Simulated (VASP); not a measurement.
Write the native input for VASP 6.6.1 that does the following.

```yaml
Task: single point
Functional: PBE
Potentials_or_basis: VASP PAW PBE potentials, release 64 (Si, Ni)
Cutoff: 520 eV
k_mesh: 4 × 6 × 4
Occupations: gaussian, width 0.1 eV
Spin: no spin polarisation
Dipole_correction: no
Further_INCAR_settings: ALGO = Normal; EDIFF = 1e-06; NBANDS = 38
```

The structure of SiNi lies in POSCAR:

```
SiNi
1.0
    5.1731000000      0.0000000000      0.0000000000
    0.0000000000      3.3381000000      0.0000000000
    0.0000000000      0.0000000000      5.6049000000
Si Ni
4 4
Direct
    0.3212800000      0.7500000000      0.0825000000
    0.1787200000      0.2500000000      0.5825000000
    0.8212800000      0.7500000000      0.4175000000
    0.6787200000      0.2500000000      0.9175000000
    0.0077900000      0.2500000000      0.1875200000
    0.4922100000      0.7500000000      0.6875200000
    0.5077900000      0.2500000000      0.3124800000
    0.9922100000      0.7500000000      0.8124800000
```

These files were run (other wordings do the same):

INCAR

```
PREC     = Accurate       # precision mode
ENCUT    = 520            # plane-wave cutoff, eV
EDIFF    = 1E-6           # SCF threshold, eV
ISMEAR   = 0              # smearing method
SIGMA    = 0.1            # smearing width, eV
LREAL    = F              # projectors in reciprocal space
LASPH    = T              # aspherical terms in the spheres
NELM     = 80             # most SCF steps
ALGO     = Normal         # electronic algorithm
ISIF     = 2              # what is computed and relaxed
LWAVE    = F              # write WAVECAR
LCHARG   = T              # write CHGCAR
GGA      = PE             # functional
LELF     = T              # ELF
LVHAR    = T            
NBANDS   = 38             # bands
```

KPOINTS

```
regular mesh
0
Gamma
  4 6 4
```

Potentials or basis: VASP PAW PBE potentials, release 64 (Si, Ni).

Launch:

```bash
$ cat potpaw_PBE.64/Si/POTCAR potpaw_PBE.64/Ni/POTCAR > POTCAR
$ mpirun -np 1 vasp_std > vasp.out
```

It gave:

| Property | Result |
| --- | --- |
| Pressure | 1.8 GPa |
| Largest force | 0.031 eV/Å |
| Band gap on the k mesh | zero (bands 28 and 29 overlap by 1.59 eV) |

Run time: 4.2 min on 1 thread of Intel Xeon 8259CL, on a shared host, peak memory 0.26 GiB.
